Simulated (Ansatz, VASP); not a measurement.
One calculation of Cd, two programs

INCAR

```
  PREC = Accurate
  ENCUT = 520
  EDIFF = 1E-6
  ISMEAR = 0
  SIGMA = 0.15
  LREAL = F
  LASPH = T
  NELM = 100
  ALGO = Fast
  ISIF = 2
  LWAVE = F
  LCHARG = F
  GGA = PE
  NBANDS = 12
```

File KPOINTS:

```
regular mesh
0
Gamma
  18 18 18
```

File POSCAR:

```
Cd
1.0
    0.0000000000      2.3143393943      2.2541534960
    2.2241732545      0.0000000000      2.2541534960
    2.2241732545      2.3143393943      0.0000000000
Cd
1
Direct
    0.0000000000      0.0000000000      0.0000000000
```

Input for Ansatz:

```yaml
crystal:
  lattice:
    - [0.0, 2.3143393943, 2.254153496]
    - [2.2241732545, 0.0, 2.254153496]
    - [2.2241732545, 2.3143393943, 0.0]
  atoms:
    - { symbol: Cd, position: [0.0, 0.0, 0.0] }
basis:
  ecutwfc: 420
kpoints:
  mp_grid: { grid: [18, 18, 18] }
hamiltonian:
  xc: pbe
scf:
  occupations: { method: gaussian, width: 0.15 }
output:
  forces: true
  stress: true
  eigenvalues: true
```

Change from the starting cell: normal strain along x -0.0133, normal strain along y +0.0267.

Alike in both runs: task single point; functional PBE; k mesh 18 × 18 × 18; occupations gaussian, width 0.15 eV; no spin polarisation.

```csv
,VASP,Ansatz
version,VASP 6.6.1,Ansatz 0.2.0
potentials or method,"VASP PAW PBE potentials, release 64 (Cd), cutoff 520 eV","scalar-relativistic, plane waves, PAW"
valence electrons in the cell,12,20
```

|  | VASP | Ansatz | Ansatz less VASP |
| --- | --- | --- | --- |
| gap on the k mesh at the Fermi level (eV) | none | none | - |
| pressure (GPa) | -0.4 | -0.6 | -0.27 |
| traceless stress, the component that is largest in VASP (GPa) | -0.63 | -0.63 | +0.008 |

A gap of «none» marks a metal or a gap that the smearing closes. VASP's potentials hold 12 valence electrons a cell and Ansatz's 20, so a difference there can come from the potentials and not from the codes.
